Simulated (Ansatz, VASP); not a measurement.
# Two plane-wave programs on SnO2

```
CELL_PARAMETERS angstrom
6.29976 0.00000 0.00000
-3.14988 5.45575 0.00000
0.00000 0.00000 10.28694
ATOMIC_POSITIONS crystal
Sn 0.33333 0.66667 0.93753
Sn 0.66667 0.33333 0.43753
Sn 0.66667 0.33333 0.06247
Sn 0.33333 0.66667 0.56247
O 0.00000 0.50000 0.00000
O 0.50000 0.50000 0.00000
O 0.50000 0.00000 0.00000
O 0.33333 0.66667 0.75000
O 0.66667 0.33333 0.25000
O 0.50000 0.00000 0.50000
O 0.50000 0.50000 0.50000
O 0.00000 0.50000 0.50000
```

Alike in both runs: functional PBE; k mesh 6 × 6 × 4; occupations gaussian, width 0.02 eV; no spin polarisation.

Ansatz relaxed the structure, and its values are those at the end. VASP's run is a single point on that final structure, the one shown.

|  | VASP | Ansatz |
| --- | --- | --- |
| version | VASP 6.6.1 | Ansatz 0.2.0 |
| potentials or method | VASP PAW PBE potentials, release 64 (Sn_d, O), cutoff 520 eV | scalar-relativistic, plane waves, PAW |
| valence electrons in the cell | 104 | 104 |

Ansatz gave:

- gap on the k mesh at the Fermi level (eV): 1.42
- least direct gap on the mesh (eV): 1.42
- pressure (GPa): 0.0

Which values does VASP return?

gap on the k mesh at the Fermi level (eV): 1.40; least direct gap on the mesh (eV): 1.40; pressure (GPa): 0.2.
